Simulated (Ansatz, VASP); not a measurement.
## Two plane-wave programs on KF

```
CELL_PARAMETERS angstrom
2.65880 2.65880 0.00000
-2.65880 2.65880 0.00000
0.00000 2.65880 2.65880
ATOMIC_POSITIONS crystal
K 0.00000 0.00000 0.00000
F 0.50000 0.50000 0.00000
```

Alike in both runs: functional r2SCAN; k mesh 12 × 12 × 12; occupations fermi-dirac, width 0.08 eV; no spin polarisation.

Ansatz relaxed the structure, and its values are those at the end. VASP's run is a single point on that final structure, the one shown.

|  | VASP | Ansatz |
| --- | --- | --- |
| version | VASP 6.6.1 | Ansatz 0.2.0 |
| potentials or method | VASP PAW PBE potentials, release 64 (K_sv, F) | PAW with Ansatz's default frozen-core files, scalar-relativistic |
| plane-wave cutoff (eV) | 520 | 500 |
| valence electrons in the cell | 16 | 16 |

|  | VASP | Ansatz | Ansatz less VASP |
| --- | --- | --- | --- |
| pressure (GPa) | 0.0 | 0.0 | +0.04 |

VASP's potentials were made for PBE, not for r2SCAN. With one functional, cell and mesh, what is left measures potentials, basis and numerics.
